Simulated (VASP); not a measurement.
Crystal: SrCl2.

```
CELL_PARAMETERS angstrom
0.00000 3.46494 3.46494
3.46494 0.00000 3.46494
3.46494 3.46494 0.00000
ATOMIC_POSITIONS crystal
Sr 0.00000 0.00000 0.00000
Cl 0.75000 0.75000 0.75000
Cl 0.25000 0.25000 0.25000
```

Base run:

```yaml
Program: VASP 6.6.1
Functional: LDA
Potentials_or_basis: VASP PAW LDA potentials, release 64 (Sr_sv, Cl)
Cutoff: 520 eV
k_mesh: 7 × 7 × 7
Occupations: fermi-dirac, width 0.05 eV
Spin: no spin polarisation
```

Its results: band gap on the k mesh 5.00 eV (least direct gap 5.32 eV); pressure -2.1 GPa.

Question: The run is repeated on the same cell with these changes: functional from LDA to r2SCAN; potentials or basis from VASP PAW LDA potentials, release 64 (Sr_sv, Cl) to VASP PAW PBE potentials, release 64 (Sr_sv, Cl). What comes out?

Answer: Band gap on the k mesh 6.08 eV (least direct gap 6.19 eV); pressure 1.2 GPa.

Caveats: an odd mesh through Γ misses points on the zone boundary, where band edges can lie; the PAW data sets were made with another functional, which shifts forces and pressure a little (at least some runs).
